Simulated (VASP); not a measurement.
# Ag (P6_3/mmc) in VASP: a series of runs, part 3 of 3

VASP 6.6.1. The steps go on from the part before.

## 5. Electric field gradients, LDA (17.85 Å³/atom)

This run uses another cell than the first one, of 17.85 Å³/atom.

INCAR reads:

```
PREC = Accurate
ENCUT = 520
EDIFF = 1E-8
ISMEAR = -1
SIGMA = 0.08
LREAL = F
LASPH = T
NELM = 80
ALGO = Normal
ISIF = 2
LWAVE = F
LCHARG = F
GGA = CA
LEFG = T
NBANDS = 30
```

KPOINTS reads:

```
Automatic mesh
0
Gamma
  14 14 4
```

POSCAR reads:

```
Ag
1.0
    2.8765459973      0.0000000000      0.0000000000
   -1.4382729987      2.4911619089      0.0000000000
    0.0000000000      0.0000000000      9.9665549341
Ag
4
Direct
    0.3333333333      0.6666666667      0.2500000000
    0.6666666667      0.3333333333      0.7500000000
    0.0000000000      0.0000000000      0.0000000000
    0.0000000000      0.0000000000      0.5000000000
```

Potentials or basis: VASP PAW LDA potentials, release 64 (Ag).

Launch:

```sh
$ cat potpaw_LDA.64/Ag/POTCAR > POTCAR
$ mpirun -np 1 vasp_std > vasp.out
```

OUTCAR:

```text
PREC = Accurate
   ENCUT = 520
   EDIFF = 1E-8
   ISMEAR = -1
   LREAL = F
   LASPH = T
   NELM = 80
   ISIF = 2
   GGA = CA

 ion  position               nearest neighbor table
   1  0.333  0.667  0.250-   3 2.99   4 2.99   3 2.99   4 2.99   3 2.99   4 2.99
   2  0.667  0.333  0.750-   3 2.99   4 2.99   3 2.99   4 2.99   3 2.99   4 2.99
   3  0.000  0.000  0.000-   1 2.99   2 2.99   2 2.99   1 2.99   2 2.99   1 2.99
   4  0.000  0.000  0.500-   1 2.99   2 2.99   2 2.99   1 2.99   2 2.99   1 2.99

  LATTYP: Found a hexagonal cell.
 ALAT       =     2.8765459973
 C/A-ratio  =     3.4647646669

  Lattice vectors:

 A1 = (   2.8765459973,   0.0000000000,   0.0000000000)
 A2 = (  -1.4382729987,   2.4911619089,   0.0000000000)
 A3 = (   0.0000000000,   0.0000000000,   9.9665549341)

Analysis of symmetry for initial positions (statically):
=====================================================================
 Subroutine PRICEL returns:
 Original cell was already a primitive cell.

 Routine SETGRP: Setting up the symmetry group for a
 hexagonal supercell.

 Subroutine GETGRP returns: Found 24 space group operations
 (whereof 12 operations were pure point group operations)
 out of a pool of 24 trial point group operations.

The static configuration has the point symmetry D_3d.
 The point group associated with its full space group is D_6h.

Analysis of symmetry for dynamics (positions and initial velocities):
=====================================================================
 Subroutine PRICEL returns:
 Original cell was already a primitive cell.

 Routine SETGRP: Setting up the symmetry group for a
 hexagonal supercell.

 Subroutine GETGRP returns: Found 24 space group operations
 (whereof 12 operations were pure point group operations)
 out of a pool of 24 trial point group operations.

The dynamic configuration has the point symmetry D_3d.
 The point group associated with its full space group is D_6h.

 Subroutine INISYM returns: Found 24 space group operations
 (whereof 12 operations are pure point group operations),
 and found     1 'primitive' translations

----------------------------------------------------------------------------------------

                                     Primitive cell

  volume of cell :      71.4198

  direct lattice vectors                    reciprocal lattice vectors
     2.876545997  0.000000000  0.000000000     0.347639148  0.200709556  0.000000000
    -1.438272999  2.491161909  0.000000000     0.000000000  0.401419111  0.000000000
     0.000000000  0.000000000  9.966554934     0.000000000  0.000000000  0.100335573

  length of vectors
     2.876545997  2.876545997  9.966554934     0.401419111  0.401419111  0.100335573

  position of ions in fractional coordinates (direct lattice)
     0.333333333  0.666666667  0.250000000
     0.666666667  0.333333333  0.750000000
     0.000000000  0.000000000  0.000000000
     0.000000000  0.000000000  0.500000000

  ion indices of the primitive-cell ions
   primitive index   ion index
                 1           1
[... 83 lines left out ...]
   POTIM  = 0.5000    time-step for ionic-motion
   TEBEG  =    0.0;   TEEND  =   0.0 temperature during run
   PSTRESS=    0.0 pullay stress
   NELECT =      44.0000    total number of electrons
   NUPDOWN=      -1.0000    fix difference up-down
   EMIN   =  10.00;   EMAX   =-10.00  energy-range for DOS
   EFERMI =   0.00;   METHOD = LEGACY
   ISMEAR =    -1;   SIGMA  =   0.08  broadening in eV -4-tet -1-fermi 0-gaus
   EFERMI_NEDOS =   21; number of points for ismear=-14 and -15
   IALGO  =     38    algorithm
   IMIX   =      4    mixing-type and parameters
     AMIX     =   0.40;   BMIX     =  1.00
     AMIX_MAG =   1.60;   BMIX_MAG =  1.00
  volume/ion in A,a.u.               =      17.85       120.49
  Fermi-wavevector in a.u.,A,eV,Ry     =   1.393006  2.632399 26.401633  1.940465
  Thomas-Fermi vector in A             =   2.516694
   LORBIT       =      0    0 simple, 1 ext, 2 COOP (PROOUT), +10 PAW based schemes
   GGA     = CA    functional components
   LHFCALC =     F    Hartree Fock is set to
   AEXX    =    0.0000 exact exchange contribution
   IVDW    =     0    specifies the selected vdW correction
   LEPSILON=     F    determine dielectric tensor
   LRPA    =     F    only Hartree local field effects (RPA)
 non-spin polarized calculation
  energy-cutoff  :      520.00
  volume of cell :       71.42
 maximum number of plane-waves:      1969
 NGX is ok and might be reduce to    24
   NGX = 11   NGY = 11   NGZ = 37

 number of electron      44.0000001 magnetization

 Free energy of the ion-electron system (eV)
  ---------------------------------------------------
  ext. energy  EPLUGINS =         0.00000000
  ---------------------------------------------------
  free energy    TOTEN  =       -14.81244678 eV

  energy without entropy =      -14.78411684  energy(sigma->0) =      -14.79828181

 E-fermi :   7.4788     XC(G=0): -12.3108

 val. band max:        7.4783436240   @ k =   0.4286   0.0714   0.2500
 cond. band min:       7.4792783542   @ k =   0.3571  -0.0000   0.2500
 fundamental gap:      0.0009347302
 Fermi energy:         7.4788149706

 k-point     1 :       0.0000    0.0000    0.0000
  band No.  band energies     occupation
      1       0.0178      2.00000
      2       1.2053      2.00000
      3       1.2085      2.00000
      4       1.3256      2.00000
      5       2.6717      2.00000
      6       2.9204      2.00000
[... 781 lines left out ...]
     29      14.0571      0.00000
     30      16.2230      0.00000

 [... further k-points ...]
[... 5 lines left out ...]
  --------------------------------------------------------------------------------------
  -------------------------------------------------------------------------------------
  Total       -4.0275842     -4.0275842     -5.8008213      0.0000000      0.0000000      0.0000000
  in kB      -90.3518126    -90.3518127   -130.1312875      0.0000000      0.0000000      0.0000000
  external PRESSURE =    -103.6116376 kB  Pullay stress =       0.0000000 kB

 VOLUME and BASIS-vectors are now :
 -----------------------------------------------------------------------------
  energy-cutoff  :      520.00
  volume of cell :       71.42
      direct lattice vectors                 reciprocal lattice vectors
     2.876545997  0.000000000  0.000000000     0.347639148  0.200709556  0.000000000
    -1.438272999  2.491161909  0.000000000     0.000000000  0.401419111  0.000000000
     0.000000000  0.000000000  9.966554934     0.000000000  0.000000000  0.100335573

 POSITION                                       TOTAL-FORCE (eV/Angst)
 -----------------------------------------------------------------------------------
     -0.00000      1.66077      2.49164         0.000000     -0.000000      0.000000
      1.43827      0.83039      7.47492         0.000000      0.000000     -0.000000
      0.00000      0.00000      0.00000        -0.000000      0.000000     -0.000000
      0.00000      0.00000      4.98328        -0.000000      0.000000     -0.000000
 -----------------------------------------------------------------------------------
    total drift:                               -0.000000      0.000000     -0.000000

  FREE ENERGIE OF THE ION-ELECTRON SYSTEM (eV)
  ---------------------------------------------------
  free  energy   TOTEN  =       -14.8124467805 eV

  energy  without entropy=      -14.7841168386  energy(sigma->0) =      -14.79828181

 Electric field gradients (V/A^2)
---------------------------------------------------------------------
 ion       V_xx      V_yy      V_zz      V_xy      V_xz      V_yz
---------------------------------------------------------------------
   1      -5.781    -5.782    11.563    -0.000     0.000     0.000
   2      -5.781    -5.782    11.563    -0.000     0.000     0.000
   3      -5.186    -5.187    10.373    -0.000     0.000    -0.000
   4      -5.186    -5.187    10.373    -0.000    -0.000     0.000
---------------------------------------------------------------------

 Electric field gradients after diagonalization (V/A^2)
 (convention: |V_zz| > |V_xx| > |V_yy|)
----------------------------------------------------------------------
 ion       V_xx      V_yy      V_zz     asymmetry (V_yy - V_xx)/ V_zz
----------------------------------------------------------------------
   1      -5.782    -5.781    11.563       0.000
   2      -5.782    -5.781    11.563       0.000
   3      -5.187    -5.186    10.373       0.000
   4      -5.187    -5.186    10.373       0.000
----------------------------------------------------------------------

           NMR quadrupolar parameters

 Cq : quadrupolar parameter    Cq=e*Q*V_zz/h
 eta: asymmetry parameters     (V_yy - V_xx)/ V_zz
 Q  : nuclear electric quadrupole moment in mb (millibarn)
----------------------------------------------------------------------
 ion       Cq(MHz)       eta       Q (mb)
----------------------------------------------------------------------
   1       0.028       0.000       1.000
   2       0.028       0.000       1.000
   3       0.025       0.000       1.000
   4       0.025       0.000       1.000
----------------------------------------------------------------------
```

Run time: 4.4 min. Hardware: 1 thread of Intel Xeon 8259CL, shared host; peak memory 0.21 GiB.

Results:

- Free energy: -14.8124 eV
- Pressure: -10.4 GPa
- Band gap on the k mesh: zero (bands 22 and 23 overlap by 6.05 eV)
- Largest electric field gradient by atom: Ag +11.6, +10.4 (each value once) V/Å²

Levels at points of the mesh, in eV from the Fermi level:
| k point | band 19 | band 20 | band 21 | band 22 | band 23 | band 24 | band 25 | band 26 |
| --- | --- | --- | --- | --- | --- | --- | --- | --- |
| (0.00, 0.00, 0.00) | -3.38 | -3.27 | -3.27 | -2.94 | -2.94 | -0.66 | 2.59 | 9.58 |
| (0.50, 0.00, 0.00) | -2.67 | -2.64 | 0.05 | 0.85 | 1.17 | 1.67 | 4.26 | 4.28 |
| (0.00, 0.00, 0.50) | -3.06 | -3.06 | -3.06 | -3.06 | -2.58 | -2.58 | 5.29 | 5.29 |
| (0.50, 0.00, 0.50) | -2.65 | -2.65 | 0.43 | 0.43 | 1.51 | 1.51 | 4.58 | 4.58 |

Electric field gradients, principal values (V/Å²):
| atom | least | middle | greatest (by size) |
| --- | --- | --- | --- |
| 1 Ag | -5.781 | -5.782 | 11.563 |
| 2 Ag | -5.781 | -5.782 | 11.563 |
| 3 Ag | -5.186 | -5.187 | 10.373 |
| 4 Ag | -5.186 | -5.187 | 10.373 |

Caveat: the cell stands under tension; without QUAD_EFG the Cq values of the log hold for a quadrupole moment of 1 mb, not for the nuclei.

## 6. Electric field gradients, LDA (17.85 Å³/atom)

This run uses another cell than the first one, of 17.85 Å³/atom.

INCAR reads:

```
SYSTEM = Ag
ALGO = Normal ; EDIFF = 1E-8
ENCUT = 520 ; GGA = CA
ISIF = 2 ; ISMEAR = -1
LASPH = .TRUE. ; LCHARG = .FALSE.
LEFG = .TRUE. ; LREAL = .FALSE.
LWAVE = .FALSE. ; NBANDS = 30
NELM = 100 ; PREC = Accurate
SIGMA = 0.08
```

KPOINTS reads:

```
k-points
0
G
  14 14 4
  0 0 0
```

POSCAR is that of step 5.

Potentials or basis: VASP PAW LDA potentials, release 64 (Ag).

Launch:

```sh
$ cat potpaw_LDA.64/Ag/POTCAR > POTCAR
$ mpirun -np 1 vasp_std > vasp.out
```

OUTCAR:

```text
SYSTEM = Ag
   EDIFF = 1E-8
   ENCUT = 520
   GGA = CA
   ISIF = 2
   ISMEAR = -1
   LASPH = .TRUE.
   LREAL = .FALSE.
   NELM = 100
   PREC = Accurate

 ion  position               nearest neighbor table
   1  0.333  0.667  0.250-   3 2.99   4 2.99   3 2.99   4 2.99   3 2.99   4 2.99
   2  0.667  0.333  0.750-   3 2.99   4 2.99   3 2.99   4 2.99   3 2.99   4 2.99
   3  0.000  0.000  0.000-   1 2.99   2 2.99   2 2.99   1 2.99   2 2.99   1 2.99
   4  0.000  0.000  0.500-   1 2.99   2 2.99   2 2.99   1 2.99   2 2.99   1 2.99

  LATTYP: Found a hexagonal cell.
 ALAT       =     2.8765459973
 C/A-ratio  =     3.4647646669

  Lattice vectors:
[... 1022 lines left out ...]
 ion       V_xx      V_yy      V_zz      V_xy      V_xz      V_yz
---------------------------------------------------------------------
   1      -5.781    -5.782    11.563    -0.000     0.000     0.000
   2      -5.781    -5.782    11.563    -0.000     0.000     0.000
   3      -5.186    -5.187    10.373    -0.000     0.000    -0.000
   4      -5.186    -5.187    10.373    -0.000    -0.000     0.000
---------------------------------------------------------------------

 Electric field gradients after diagonalization (V/A^2)
 (convention: |V_zz| > |V_xx| > |V_yy|)
----------------------------------------------------------------------
 ion       V_xx      V_yy      V_zz     asymmetry (V_yy - V_xx)/ V_zz
----------------------------------------------------------------------
   1      -5.782    -5.781    11.563       0.000
   2      -5.782    -5.781    11.563       0.000
   3      -5.187    -5.186    10.373       0.000
   4      -5.187    -5.186    10.373       0.000
----------------------------------------------------------------------

           NMR quadrupolar parameters

 Cq : quadrupolar parameter    Cq=e*Q*V_zz/h
 eta: asymmetry parameters     (V_yy - V_xx)/ V_zz
 Q  : nuclear electric quadrupole moment in mb (millibarn)
----------------------------------------------------------------------
 ion       Cq(MHz)       eta       Q (mb)
----------------------------------------------------------------------
   1       0.028       0.000       1.000
   2       0.028       0.000       1.000
   3       0.025       0.000       1.000
   4       0.025       0.000       1.000
----------------------------------------------------------------------
```

Wall time 4.2 min (1 thread of Intel Xeon 8259CL, shared host); peak memory 0.21 GiB.

What came out:

* Free energy: -14.8124 eV
* Pressure: -10.4 GPa
* Band gap on the k mesh: zero (bands 22 and 23 overlap by 6.05 eV)
* Largest electric field gradient by atom: Ag +11.6, +10.4 (each value once) V/Å²

Levels at points of the mesh, in eV from the Fermi level:
| k point | band 18 | band 19 | band 20 | band 21 | band 22 | band 23 | band 24 | band 25 | band 26 | band 27 |
| --- | --- | --- | --- | --- | --- | --- | --- | --- | --- | --- |
| (0.00, 0.00, 0.00) | -3.38 | -3.38 | -3.27 | -3.27 | -2.94 | -2.94 | -0.66 | 2.59 | 9.58 | 9.58 |
| (0.50, 0.00, 0.00) | -2.68 | -2.67 | -2.64 | 0.05 | 0.85 | 1.17 | 1.67 | 4.26 | 4.28 | 6.81 |
| (0.00, 0.00, 0.50) | -3.56 | -3.06 | -3.06 | -3.06 | -3.06 | -2.58 | -2.58 | 5.29 | 5.29 | 13.87 |
| (0.50, 0.00, 0.50) | -2.71 | -2.65 | -2.65 | 0.43 | 0.43 | 1.51 | 1.51 | 4.58 | 4.58 | 6.07 |

Electric field gradients, principal values (V/Å²):
| atom | least | middle | greatest (by size) |
| --- | --- | --- | --- |
| 1 Ag | -5.781 | -5.782 | 11.563 |
| 2 Ag | -5.781 | -5.782 | 11.563 |
| 3 Ag | -5.186 | -5.187 | 10.373 |
| 4 Ag | -5.186 | -5.187 | 10.373 |

Caveat: the cell stands under tension; without QUAD_EFG the Cq values of the log hold for a quadrupole moment of 1 mb, not for the nuclei.

## 7. Summary

| cell | gap on the mesh (eV) | pressure (GPa) |
| --- | --- | --- |
| a = 2.886, b = 2.886, c = 9.700 Å, angles 90.0, 90.0, 120.0°, 4 atoms | none | -9.1 |
| a = 2.867, b = 2.867, c = 9.933 Å, angles 90.0, 90.0, 120.0°, 4 atoms | none | -9.6 |
| a = 2.877, b = 2.877, c = 9.967 Å, angles 90.0, 90.0, 120.0°, 4 atoms | none | -10.4 |

Alike in all rows: task electric field gradients; level LDA; potentials or basis VASP PAW LDA potentials, release 64 (Ag); no spin polarisation; k mesh 14 × 14 × 4; cutoff (eV) 520; smearing fermi-dirac 0.08 eV.

Caveats: the cell stands under tension.

Total energies depend on the potentials used, so only differences within one code and one set of settings carry meaning.
